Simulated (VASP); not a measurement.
Write the native input for VASP 6.6.1 that does the following.

| Quantity | Value |
| --- | --- |
| Task | single point |
| Functional | LDA |
| Potentials or basis | VASP PAW LDA potentials, release 64 (Sn_d, Bi_d) |
| Cutoff | 520 eV |
| k mesh | 5 × 5 × 5 |
| Occupations | fermi-dirac, width 0.1 eV |
| Spin | no spin polarisation |
| Dipole correction | no |
| Further INCAR settings | ALGO = Normal; EDIFF = 1e-06; NBANDS = 36 |

The structure of Sn3Bi lies in POSCAR:

```
Sn3Bi
1.0
    0.0000000000      3.8829307915      3.8829307915
    3.8829307915      0.0000000000      3.8829307915
    3.8829307915      3.8829307915      0.0000000000
Sn Bi
3 1
Direct
    0.0000000000      0.0000000000      0.0000000000
    0.2500000000      0.2500000000      0.2500000000
    0.7500000000      0.7500000000      0.7500000000
    0.5000000000      0.5000000000      0.5000000000
```

The input as run:

INCAR

```
PREC = Accurate
ENCUT = 520
EDIFF = 1E-6
ISMEAR = -1
SIGMA = 0.1
LREAL = False
LASPH = True
NELM = 100
ALGO = Normal
ISIF = 2
LWAVE = False
LCHARG = False
NBANDS = 36
```

KPOINTS

```
Automatic mesh
0
Gamma
  5 5 5
```

Potentials or basis: VASP PAW LDA potentials, release 64 (Sn_d, Bi_d).

Launch:

```bash
$ cat potpaw_LDA.64/Sn_d/POTCAR potpaw_LDA.64/Bi_d/POTCAR > POTCAR
$ mpirun -np 1 vasp_std > vasp.out
```

It gave:

- Pressure: -4.0 GPa

It took 38 s on 1 thread of Intel Xeon 6975P-C (shared host), peak memory 0.22 GiB.
